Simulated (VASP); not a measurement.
# Mn (P6_3/mmc) in VASP: relaxation of cell and atoms with PBE

Aim: the relaxation of cell and atoms of Mn with PBE.

Everything below comes from runs of VASP 6.6.1. Logs are shortened: lines on timing, memory, paths and dates and some standing lists are left out, and cuts for length are marked.

### 1 The cell of the first run

Symmetry: P6_3/mmc, No. 194, hexagonal system. Conventional cell: a = 2.584 Å, b = 2.584 Å, c = 4.220 Å, α = 90.00°, β = 90.00°, γ = 120.00°. Mn (site symmetry -6m2) has 12 Mn at 2.58 Å within 3.4 Å.

This isn't the form of Mn at room conditions, which is a 58-atom cubic cell.

### 2 Relaxation of cell and atoms, PBE, collinear spin, ferromagnetic start

Input file INCAR:

```
PREC     = Accurate       # precision mode
ENCUT    = 600            # plane-wave cutoff, eV
EDIFF    = 1E-7           # SCF threshold, eV
ISMEAR   = 0              # smearing method
SIGMA    = 0.05           # smearing width, eV
LREAL    = F              # projectors in reciprocal space
LASPH    = T              # aspherical terms in the spheres
NELM     = 150            # most SCF steps
ALGO     = Normal         # electronic algorithm
ISIF     = 3              # what is computed and relaxed
LWAVE    = F              # write WAVECAR
LCHARG   = F              # write CHGCAR
ISPIN    = 2              # spin polarisation
MAGMOM   = 3.5 3.5        # initial moments
LORBIT   = 11             # projections on sites
LMAXMIX  = 4              # l up to which the mixer works
GGA      = PE             # functional
IBRION   = 2              # ionic algorithm
NSW      = 80             # ionic steps
EDIFFG   = -0.03          # ionic threshold
```

Input file KPOINTS:

```
regular mesh
0
Gamma
  8 8 6
```

Input file POSCAR:

```
Mn
1.0
    2.5837984486      0.0000000000      0.0000000000
   -1.2918992243      2.2376350948      0.0000000000
    0.0000000000      0.0000000000      4.2202041327
Mn
2
Direct
    0.3333333333      0.6666666667      0.7500000000
    0.6666666667      0.3333333333      0.2500000000
```

Potentials or basis: VASP PAW PBE potentials, release 64 (Mn_pv).

The run is started by

```sh
> cat potpaw_PBE.64/Mn_pv/POTCAR > POTCAR
> mpirun -np 1 vasp_std > vasp.out
```

OUTCAR:

```text
PREC = Accurate
   ENCUT = 600
   EDIFF = 1E-7
   ISMEAR = 0
   LREAL = F
   LASPH = T
   NELM = 150
   ISIF = 3
   ISPIN = 2
   LORBIT = 11
   GGA = PE
   IBRION = 2
   NSW = 80
   EDIFFG = -0.03

 ion  position               nearest neighbor table
   1  0.333  0.667  0.750-   2 2.58   2 2.58   2 2.58   2 2.58   2 2.58   2 2.58
   2  0.667  0.333  0.250-   1 2.58   1 2.58   1 2.58   1 2.58   1 2.58   1 2.58

  LATTYP: Found a hexagonal cell.
 ALAT       =     2.5837984486
 C/A-ratio  =     1.6333333333

  Lattice vectors:

 A1 = (   2.5837984486,   0.0000000000,   0.0000000000)
 A2 = (  -1.2918992243,   2.2376350948,   0.0000000000)
 A3 = (   0.0000000000,   0.0000000000,   4.2202041327)

Analysis of symmetry for initial positions (statically):
=====================================================================
 Subroutine PRICEL returns:
 Original cell was already a primitive cell.

 Routine SETGRP: Setting up the symmetry group for a
 hexagonal supercell.

 Subroutine GETGRP returns: Found 24 space group operations
 (whereof 12 operations were pure point group operations)
 out of a pool of 24 trial point group operations.

The static configuration has the point symmetry D_3d.
 The point group associated with its full space group is D_6h.

Analysis of symmetry for dynamics (positions and initial velocities):
=====================================================================
 Subroutine PRICEL returns:
 Original cell was already a primitive cell.

 Routine SETGRP: Setting up the symmetry group for a
 hexagonal supercell.

 Subroutine GETGRP returns: Found 24 space group operations
 (whereof 12 operations were pure point group operations)
 out of a pool of 24 trial point group operations.

The dynamic configuration has the point symmetry D_3d.
 The point group associated with its full space group is D_6h.

Analysis of structural, dynamic, and magnetic symmetry:
=====================================================================
 Subroutine PRICEL returns:
 Original cell was already a primitive cell.

 Routine SETGRP: Setting up the symmetry group for a
 hexagonal supercell.

 Subroutine GETGRP returns: Found 24 space group operations
 (whereof 12 operations were pure point group operations)
 out of a pool of 24 trial point group operations.

The overall configuration has the point symmetry D_3d.
 The point group associated with its full space group is D_6h.

 Subroutine INISYM returns: Found 24 space group operations
 (whereof 12 operations are pure point group operations),
 and found     1 'primitive' translations

----------------------------------------------------------------------------------------

                                     Primitive cell

  volume of cell :      24.3995

  direct lattice vectors                    reciprocal lattice vectors
     2.583798449  0.000000000  0.000000000     0.387027092  0.223450196  0.000000000
    -1.291899224  2.237635095  0.000000000     0.000000000  0.446900392  0.000000000
     0.000000000  0.000000000  4.220204133     0.000000000  0.000000000  0.236955362

  length of vectors
     2.583798449  2.583798449  4.220204133     0.446900392  0.446900392  0.236955362

  position of ions in fractional coordinates (direct lattice)
     0.333333333  0.666666667  0.750000000
     0.666666667  0.333333333  0.250000000

  ion indices of the primitive-cell ions
   primitive index   ion index
                 1           1
                 2           2

----------------------------------------------------------------------------------------

 KPOINTS: regular mesh

Automatic generation of k-mesh.
 Grid dimensions read from file:
 generate k-points for:    8    8    6

 Generating k-lattice:

  Cartesian coordinates                     Fractional coordinates (reciprocal lattice)
     0.048378387  0.027931274  0.000000000     0.125000000  0.000000000  0.000000000
     0.000000000  0.055862549  0.000000000     0.000000000  0.125000000  0.000000000
     0.000000000  0.000000000  0.039492560     0.000000000  0.000000000  0.166666667

  Length of vectors
     0.055862549  0.055862549  0.039492560

  Shift w.r.t. Gamma in fractional coordinates (k-lattice)
     0.000000000  0.000000000  0.000000000

 Subroutine IBZKPT returns following result:
 ===========================================

 Found     40 irreducible k-points:

 Following reciprocal coordinates:
            Coordinates               Weight
  0.000000  0.000000  0.000000      1.000000
  0.125000  0.000000  0.000000      6.000000
  0.250000  0.000000  0.000000      6.000000
  0.375000  0.000000  0.000000      6.000000
  0.500000  0.000000  0.000000      3.000000
  0.125000  0.125000  0.000000      6.000000
[... 16 lines left out ...]
  0.250000  0.000000  0.333333     12.000000
  0.375000  0.000000  0.333333     12.000000
 [... further k-points ...]
   k-points           NKPTS =     40   k-points in BZ     NKDIM =     40   number of bands    NBANDS=     21
   number of dos      NEDOS =    301   number of ions     NIONS =      2
   total plane-waves  NPLWV =  20736
   dimension x,y,z NGX =    24 NGY =   24 NGZ =   36
   dimension x,y,z NGXF=    48 NGYF=   48 NGZF=   72
   ions per type =               2
   NGX,Y,Z   is equivalent  to a cutoff of  15.44, 15.44, 14.18 a.u.
   NGXF,Y,Z  is equivalent  to a cutoff of  30.88, 30.88, 28.36 a.u.
 SYSTEM =  unknown system
   PREC   = accura    normal or accurate (medium, high low for compatibility)
   ISTART =      0    job   : 0-new  1-cont  2-samecut
   ICHARG =      2    charge: 1-file 2-atom 10-const
   ISPIN  =      2    spin polarized calculation?
   LNONCOLLINEAR =      F non collinear calculations
   LSORBIT =      F    spin-orbit coupling
   LASPH  =      T    aspherical Exc in radial PAW
   ENCUT  =  600.0 eV  44.10 Ry    6.64 a.u.   5.16  5.16  8.43*2*pi/ulx,y,z
   NELM   =    150;   NELMIN=  2; NELMDL= -5     # of ELM steps
   EDIFF  = 0.1E-06   stopping-criterion for ELM
   LREAL  =      F    real-space projection
   EDIFFG = -.3E-01   stopping-criterion for IOM
   NSW    =     80    number of steps for IOM
   IBRION =      2    ionic relax: 0-MD 1-quasi-New 2-CG
   NFREE  =      1    steps in history (QN), initial steepest desc. (CG)
   ISIF   =      3    stress and relaxation
   ISYM   =      2    0-nonsym 1-usesym 2-fastsym
   POTIM  = 0.5000    time-step for ionic-motion
   TEBEG  =    0.0;   TEEND  =   0.0 temperature during run
   PSTRESS=    0.0 pullay stress
   NELECT =      26.0000    total number of electrons
   NUPDOWN=      -1.0000    fix difference up-down
   EMIN   =  10.00;   EMAX   =-10.00  energy-range for DOS
   EFERMI =   0.00;   METHOD = LEGACY
   ISMEAR =     0;   SIGMA  =   0.05  broadening in eV -4-tet -1-fermi 0-gaus
   EFERMI_NEDOS =   21; number of points for ismear=-14 and -15
   IALGO  =     38    algorithm
   IMIX   =      4    mixing-type and parameters
     AMIX     =   0.40;   BMIX     =  1.00
     AMIX_MAG =   1.60;   BMIX_MAG =  1.00
  volume/ion in A,a.u.               =      12.20        82.33
  Fermi-wavevector in a.u.,A,eV,Ry     =   1.672138  3.159883 38.042516  2.796046
  Thomas-Fermi vector in A             =   2.757338
   LORBIT       =     11    0 simple, 1 ext, 2 COOP (PROOUT), +10 PAW based schemes
   GGA     = PE    functional components
   LHFCALC =     F    Hartree Fock is set to
   AEXX    =    0.0000 exact exchange contribution
   IVDW    =     0    specifies the selected vdW correction
   LEPSILON=     F    determine dielectric tensor
   LRPA    =     F    only Hartree local field effects (RPA)
 conjugate gradient relaxation of ions
 spin polarized calculation
 Gauss-broadening in eV      SIGMA  =   0.05
  energy-cutoff  :      600.00
  volume of cell :       24.40
 maximum number of plane-waves:       827
 NGX is ok and might be reduce to    24
   NGX = 11   NGY = 11   NGZ = 17

--------------------------------------- Ionic step        1  -------------------------------------------

 number of electron      26.0000013 magnetization       0.0011540

 Free energy of the ion-electron system (eV)
  ---------------------------------------------------
  ext. energy  EPLUGINS =         0.00000000
  ---------------------------------------------------
  free energy    TOTEN  =       -17.59359840 eV

  energy without entropy =      -17.58896061  energy(sigma->0) =      -17.59127950

 E-fermi :   8.6841     XC(G=0): -13.2698

 val. band max:        8.6735473420   @ k =   0.1250   0.1250   0.1667
 cond. band min:       8.7163316524   @ k =   0.2500   0.1250   0.5000
 fundamental gap:      0.0427843104
 Fermi energy:         8.6841430728

 spin component 1

 k-point     1 :       0.0000    0.0000    0.0000
  band No.  band energies     occupation
      1     -39.4214      1.00000
      2     -38.9873      1.00000
      3     -38.9873      1.00000
      4     -38.9255      1.00000
      5     -38.9203      1.00000
      6     -38.9203      1.00000
[... 13 lines left out ...]
     20      28.6144      0.00000
     21      31.3747      0.00000
[... 1351 lines left out ...]
  FREE ENERGIE OF THE ION-ELECTRON SYSTEM (eV)
  ---------------------------------------------------
  free  energy   TOTEN  =       -17.8864941597 eV

  energy  without entropy=      -17.8821768236  energy(sigma->0) =      -17.88433549

--------------------------------------- Ionic step        7  -------------------------------------------

 number of electron      26.0000012 magnetization       0.0000001

 number of electron      26.0000012 magnetization      -0.0000001

 Free energy of the ion-electron system (eV)
  ---------------------------------------------------
  ext. energy  EPLUGINS =         0.00000000
  ---------------------------------------------------
  free energy    TOTEN  =       -17.88653650 eV

  energy without entropy =      -17.88229298  energy(sigma->0) =      -17.88441474

 E-fermi :  10.4362     XC(G=0): -14.0455

 val. band max:       10.4227591776   @ k =   0.1250   0.1250   0.1667
 cond. band min:      10.4532125733   @ k =   0.2500   0.1250   0.5000
 fundamental gap:      0.0304533957
 Fermi energy:        10.4362367487

 spin component 1

 k-point     1 :       0.0000    0.0000    0.0000
  band No.  band energies     occupation
      1     -37.8416      1.00000
      2     -37.1697      1.00000
      3     -37.1697      1.00000
      4     -37.0662      1.00000
      5     -37.0662      1.00000
      6     -37.0631      1.00000
[... 13 lines left out ...]
     20      31.2550      0.00000
     21      34.4228      0.00000
[... 1154 lines left out ...]
 POSITION                                       TOTAL-FORCE (eV/Angst)
 -----------------------------------------------------------------------------------
     -0.00000      1.43026      3.01951         0.000000     -0.000000      0.000000
      1.23864      0.71513      1.00650        -0.000000      0.000000      0.000000
 -----------------------------------------------------------------------------------
    total drift:                               -0.000000      0.000000     -0.000000

  FREE ENERGIE OF THE ION-ELECTRON SYSTEM (eV)
  ---------------------------------------------------
  free  energy   TOTEN  =       -17.8865364965 eV

  energy  without entropy=      -17.8822929771  energy(sigma->0) =      -17.88441474

 reached required accuracy - stopping structural energy minimisation

 total charge

# of ion       s       p       d       tot
------------------------------------------
    1        0.428   6.402   5.165  11.995
    2        0.428   6.402   5.165  11.995
--------------------------------------------------
tot          0.855  12.804  10.330  23.989

 magnetization (x)

# of ion       s       p       d       tot
------------------------------------------
    1        0.000   0.000   0.000   0.000
    2        0.000   0.000   0.000   0.000
--------------------------------------------------
tot          0.000   0.000   0.000   0.000
```

Run time: 6.9 min. Hardware: 1 thread of Intel Xeon 8259CL, shared host; peak memory 0.2 GiB.

What came out:

* Free energy: -17.8865 eV
* Relaxed volume: 10.70 Å³/atom
* Relaxed cell: a = 2.477 Å, b = 2.477 Å, c = 4.026 Å, α = 90.00°, β = 90.00°, γ = 120.00°
* Space group after relaxing (to 0.1 Å): P6_3/mmc (No. 194)
* Energy gained by relaxing: 146.5 meV/atom
* Ionic steps: 7
* Pressure after relaxing: -0.2 GPa
* Band gap on the k mesh: zero (filled and empty bands overlap)
* Net moment: 0.00 μB per cell
* Valence electrons inside the program's atomic spheres: Mn 11.99

Stress tensor (GPa, compression positive):
```
-0.08  0.00  0.00
 0.00 -0.08  0.00
 0.00  0.00 -0.33
```

Step by step:
```
step  energy change (eV)  largest force (eV/Å)  pressure (GPa)  volume (Å³)
   1              0.0000                0.0000          -27.51        24.40
   2              0.4788                0.0000           80.22        17.72
   3             -0.2921                0.0000           -1.78        21.52
   4             -0.2928                0.0000           -0.40        21.42
   5             -0.2928                0.0000            0.34        21.36
   6             -0.2929                0.0000           -0.46        21.42
   7             -0.2929                0.0000           -0.17        21.40
```

Final structure:
```
CELL_PARAMETERS angstrom
2.47728 0.00000 0.00000
-1.23864 2.14539 0.00000
0.00000 0.00000 4.02601
ATOMIC_POSITIONS crystal
Mn 0.33333 0.66667 0.75000
Mn 0.66667 0.33333 0.25000
```

Caveat: the moments typed at the start vanished in this run.

The gap in the log of VASP goes by the Fermi energy; the results here count the filled bands.